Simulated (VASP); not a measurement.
# WF6 in VASP: notebook, part 2 of 2

VASP 6.6.1. The steps go on from the part before.

## (3) Relaxation of the atoms, PBE+D3(BJ)

INCAR

```
SYSTEM = WF6
PREC = Accurate ; ENCUT = 520
EDIFF = 1E-7 ; ISMEAR = 0
SIGMA = 0.005 ; LREAL = .False.
LASPH = .True. ; NELM = 120
ALGO = Normal ; ISIF = 2
LWAVE = .False. ; LCHARG = .False.
GGA = PE ; IVDW = 12
IBRION = 2 ; NSW = 100
EDIFFG = -0.01 ; ISYM = 0
GGA_COMPAT = .False. ; NELMIN = 4
NELMDL = -8
```

KPOINTS

```
Automatic mesh
0
Gamma
  1 1 1
  0 0 0
```

POSCAR

```
WF6
1.0
   14.6718221961      0.0000000000      0.0000000000
    0.0000000000     14.7184616229      0.0000000000
    0.0000000000      0.0000000000     15.0000000000
W F
1 6
Direct
    0.5008781621      0.4992181362      0.5003073780
    0.6251317712      0.5002217493      0.4991251334
    0.3748682288      0.4991165967      0.5008721853
    0.4996010775      0.6263196426      0.4992860654
    0.4995512904      0.3736803574      0.5014153388
    0.4990213807      0.4995166241      0.6234075869
    0.4997998150      0.5000297507      0.3765924131
```

Potentials or basis: VASP PAW PBE potentials, release 64 (W_sv, F).

On the command line:

```bash
$ cat potpaw_PBE.64/W_sv/POTCAR potpaw_PBE.64/F/POTCAR > POTCAR
$ mpirun -np 1 vasp_gam > vasp.out
```

OUTCAR:

```text
SYSTEM = WF6
   PREC = Accurate
   ENCUT = 520
   EDIFF = 1E-7
   ISMEAR = 0
   LREAL = .False.
   LASPH = .True.
   NELM = 120
   ISIF = 2
   GGA = PE
   IVDW = 12
   IBRION = 2
   NSW = 100
   EDIFFG = -0.01
   ISYM = 0
   NELMIN = 4
   NELMDL = -8
 IVDW          = 12

 ion  position               nearest neighbor table
   1  0.501  0.499  0.500-   2 1.82   6 1.85   5 1.85   3 1.85   7 1.86   4 1.87
   2  0.625  0.500  0.499-   1 1.82
   3  0.375  0.499  0.501-   1 1.85
   4  0.500  0.626  0.499-   1 1.87
   5  0.500  0.374  0.501-   1 1.85
   6  0.499  0.500  0.623-   1 1.85
   7  0.500  0.500  0.377-   1 1.86

IMPORTANT INFORMATION: All symmetrisations will be switched off!
NOSYMM: (Re-)initialisation of all symmetry stuff for point group C_1.

----------------------------------------------------------------------------------------

                                     Primitive cell

  volume of cell :    3239.1998

  direct lattice vectors                    reciprocal lattice vectors
    14.671822196  0.000000000  0.000000000     0.068157860  0.000000000  0.000000000
     0.000000000 14.718461623  0.000000000     0.000000000  0.067941883  0.000000000
     0.000000000  0.000000000 15.000000000     0.000000000  0.000000000  0.066666667

  length of vectors
    14.671822196 14.718461623 15.000000000     0.068157860  0.067941883  0.066666667

  position of ions in fractional coordinates (direct lattice)
     0.500878162  0.499218136  0.500307378
     0.625131771  0.500221749  0.499125133
     0.374868229  0.499116597  0.500872185
     0.499601078  0.626319643  0.499286065
     0.499551290  0.373680357  0.501415339
     0.499021381  0.499516624  0.623407587
     0.499799815  0.500029751  0.376592413

  ion indices of the primitive-cell ions
   primitive index   ion index
                 1           1
                 2           2
                 3           3
                 4           4
                 5           5
                 6           6
                 7           7

----------------------------------------------------------------------------------------

 KPOINTS: Automatic mesh

Automatic generation of k-mesh.
 Grid dimensions read from file:
 generate k-points for:    1    1    1

 Generating k-lattice:

  Cartesian coordinates                     Fractional coordinates (reciprocal lattice)
     0.068157860  0.000000000  0.000000000     1.000000000  0.000000000  0.000000000
     0.000000000  0.067941883  0.000000000     0.000000000  1.000000000  0.000000000
     0.000000000  0.000000000  0.066666667     0.000000000  0.000000000  1.000000000

  Length of vectors
     0.068157860  0.067941883  0.066666667

  Shift w.r.t. Gamma in fractional coordinates (k-lattice)
     0.000000000  0.000000000  0.000000000

 Subroutine IBZKPT returns following result:
 ===========================================

 Found      1 irreducible k-points:

 Following reciprocal coordinates:
            Coordinates               Weight
  0.000000  0.000000  0.000000      1.000000
   k-points           NKPTS =      1   k-points in BZ     NKDIM =      1   number of bands    NBANDS=     33
   number of dos      NEDOS =    301   number of ions     NIONS =      7
   total plane-waves  NPLWV = ******
   dimension x,y,z NGX =   112 NGY =  112 NGZ =  112
   dimension x,y,z NGXF=   224 NGYF=  224 NGZF=  224
   ions per type =               1   6
   NGX,Y,Z   is equivalent  to a cutoff of  12.69, 12.65, 12.41 a.u.
   NGXF,Y,Z  is equivalent  to a cutoff of  25.38, 25.30, 24.83 a.u.
 SYSTEM =  WF6
   PREC   = accura    normal or accurate (medium, high low for compatibility)
   ISTART =      0    job   : 0-new  1-cont  2-samecut
   ICHARG =      2    charge: 1-file 2-atom 10-const
   ISPIN  =      1    spin polarized calculation?
   LNONCOLLINEAR =      F non collinear calculations
   LSORBIT =      F    spin-orbit coupling
   LASPH  =      T    aspherical Exc in radial PAW
   ENCUT  =  520.0 eV  38.22 Ry    6.18 a.u.  27.28 27.37 27.89*2*pi/ulx,y,z
   NELM   =    120;   NELMIN=  4; NELMDL= -8     # of ELM steps
   EDIFF  = 0.1E-06   stopping-criterion for ELM
   LREAL  =      F    real-space projection
   EDIFFG = -.1E-01   stopping-criterion for IOM
   NSW    =    100    number of steps for IOM
   IBRION =      2    ionic relax: 0-MD 1-quasi-New 2-CG
   NFREE  =      1    steps in history (QN), initial steepest desc. (CG)
   ISIF   =      2    stress and relaxation
   ISYM   =      0    0-nonsym 1-usesym 2-fastsym
   POTIM  = 0.5000    time-step for ionic-motion
   TEBEG  =    0.0;   TEEND  =   0.0 temperature during run
   PSTRESS=    0.0 pullay stress
   NELECT =      56.0000    total number of electrons
   NUPDOWN=      -1.0000    fix difference up-down
   EMIN   =  10.00;   EMAX   =-10.00  energy-range for DOS
   EFERMI =   0.00;   METHOD = LEGACY
   ISMEAR =     0;   SIGMA  =   0.01  broadening in eV -4-tet -1-fermi 0-gaus
   EFERMI_NEDOS =   21; number of points for ismear=-14 and -15
   IALGO  =     38    algorithm
   IMIX   =      4    mixing-type and parameters
     AMIX     =   0.40;   BMIX     =  1.00
     AMIX_MAG =   1.60;   BMIX_MAG =  1.00
  volume/ion in A,a.u.               =     462.74      3122.74
  Fermi-wavevector in a.u.,A,eV,Ry     =   0.423310  0.799939  2.438043  0.179191
  Thomas-Fermi vector in A             =   1.387340
   LORBIT       =      0    0 simple, 1 ext, 2 COOP (PROOUT), +10 PAW based schemes
   GGA     = PE    functional components
   LHFCALC =     F    Hartree Fock is set to
   AEXX    =    0.0000 exact exchange contribution
   IVDW    =    12    specifies the selected vdW correction
   LEPSILON=     F    determine dielectric tensor
   LRPA    =     F    only Hartree local field effects (RPA)
 conjugate gradient relaxation of ions
 non-spin polarized calculation
 Gauss-broadening in eV      SIGMA  =   0.01
  energy-cutoff  :      520.00
  volume of cell :     3239.20
 maximum number of plane-waves:     43592
 NGX is ok and might be reduce to   112
   NGX = 55   NGY = 55   NGZ = 55

--------------------------------------- Ionic step        1  -------------------------------------------

 number of electron      55.9999982 magnetization

 Free energy of the ion-electron system (eV)
  ---------------------------------------------------
  ext. energy  EPLUGINS =         0.00000000
  ---------------------------------------------------
  free energy    TOTEN  =       -42.44280675 eV

  energy without entropy =      -42.44280675  energy(sigma->0) =      -42.44280675

------------------------ aborting loop because EDIFF is reached ----------------------------------------

 Edisp (eV)   -0.12875

 E8    (eV) :    -0.0468

  FORCE on cell =-STRESS in cart. coord.  units (eV):
  Direction    XX          YY          ZZ          XY          YZ          ZX
  --------------------------------------------------------------------------------------
  -------------------------------------------------------------------------------------
  Total       3.73967     0.93258     1.83742    -0.06685     0.21643     0.18050
  in kB       1.84972     0.46127     0.90883    -0.03306     0.10705     0.08928
  external pressure =        1.07 kB  Pullay stress =        0.00 kB
[... 112 lines left out ...]
  FREE ENERGIE OF THE ION-ELECTRON SYSTEM (eV)
  ---------------------------------------------------
  free  energy   TOTEN  =       -42.6154944128 eV

  energy  without entropy=      -42.6154944128  energy(sigma->0) =      -42.61549441

[... ionic steps 4 to 12 ...]

--------------------------------------- Ionic step       13  -------------------------------------------

 number of electron      55.9999964 magnetization

------------------------ aborting loop because EDIFF is reached ----------------------------------------

 Edisp (eV)   -0.12808

 E8    (eV) :    -0.0466
[... 79 lines left out ...]
  energy  without entropy=      -42.6266887636  energy(sigma->0) =      -42.62668876

--------------------------------------- Ionic step       15  -------------------------------------------

 number of electron      55.9999964 magnetization

 Free energy of the ion-electron system (eV)
  ---------------------------------------------------
  ext. energy  EPLUGINS =         0.00000000
  ---------------------------------------------------
  free energy    TOTEN  =       -42.49861106 eV

  energy without entropy =      -42.49861106  energy(sigma->0) =      -42.49861106

 E-fermi : -10.2843     XC(G=0):  -0.4821

 val. band max:      -10.4662413416   @ k =   0.0000   0.0000   0.0000
 cond. band min:      -5.3182684658   @ k =   0.0000   0.0000   0.0000
 fundamental gap:      5.1479728758
 Fermi energy:       -10.2842559487

 k-point     1 :       0.0000    0.0000    0.0000
  band No.  band energies     occupation
      1     -84.0818      2.00000
      2     -48.2878      2.00000
      3     -48.2878      2.00000
      4     -48.2877      2.00000
      5     -30.8304      2.00000
      6     -30.6319      2.00000
[... 63 lines left out ...]
  FREE ENERGIE OF THE ION-ELECTRON SYSTEM (eV)
  ---------------------------------------------------
  free  energy   TOTEN  =       -42.6266918570 eV

  energy  without entropy=      -42.6266918570  energy(sigma->0) =      -42.62669186

 reached required accuracy - stopping structural energy minimisation
```

It took 60 min on 1 thread of Intel Xeon Platinum 8259CL at 2.50GHz (Skylake/Cascade Lake), shared host; peak memory 1.9 GiB.

Results:

```yaml
Free_energy: -42.6267 eV
Energy_gained_by_relaxing: 7.9 meV/atom
Ionic_steps: 15
Largest_force_after_relaxing: 0.004 eV/Å
Gap_between_the_frontier_levels: 5.15 eV
Dispersion_energy_per_atom: -0.018 eV
```

Forces in eV/Å, atoms in the order of the input:
```
W    0.003  0.001  0.000
F    0.000  0.000  0.003
F    0.002  0.000  0.002
F   -0.002 -0.001 -0.002
F   -0.002  0.000 -0.002
F    0.001  0.000 -0.002
F   -0.001 -0.002  0.001
```

The path:
```
step  energy change (eV)  largest force (eV/Å)  pressure (GPa)
   1              0.0000                1.4896            0.11
   2              0.0852                3.4877           -0.10
   3             -0.0439                0.6910            0.03
   4             -0.0369                0.9031           -0.07
   5             -0.0531                0.0979           -0.02
   6             -0.0538                0.1267           -0.01
   7             -0.0539                0.1629           -0.01
   8             -0.0543                0.1021           -0.01
   9             -0.0547                0.0672           -0.01
  10             -0.0548                0.0918           -0.01
  11             -0.0550                0.0583           -0.01
  12             -0.0551                0.0508           -0.01
  13             -0.0551                0.0462           -0.01
  14             -0.0551                0.0259           -0.01
  15             -0.0551                0.0035           -0.01
```

Final structure:
```cif
data_structure
_symmetry_space_group_name_H-M 'P 1'
_symmetry_Int_Tables_number 1
_cell_length_a 14.6718
_cell_length_b 14.7185
_cell_length_c 15.0000
_cell_angle_alpha 90.000
_cell_angle_beta 90.000
_cell_angle_gamma 90.000
_cell_volume 3239.20
loop_
_atom_site_label
_atom_site_type_symbol
_atom_site_fract_x
_atom_site_fract_y
_atom_site_fract_z
_atom_site_occupancy
W1 W 0.49982 0.49973 0.50015 1
F1 F 0.62697 0.49996 0.49974 1
F2 F 0.37267 0.49942 0.50027 1
F3 F 0.49964 0.62648 0.49985 1
F4 F 0.50018 0.37298 0.50069 1
F5 F 0.50004 0.50019 0.62452 1
F6 F 0.49953 0.49935 0.37578 1
```

Caveat: spin-orbit coupling is left out, which moves the levels of the heavy elements.
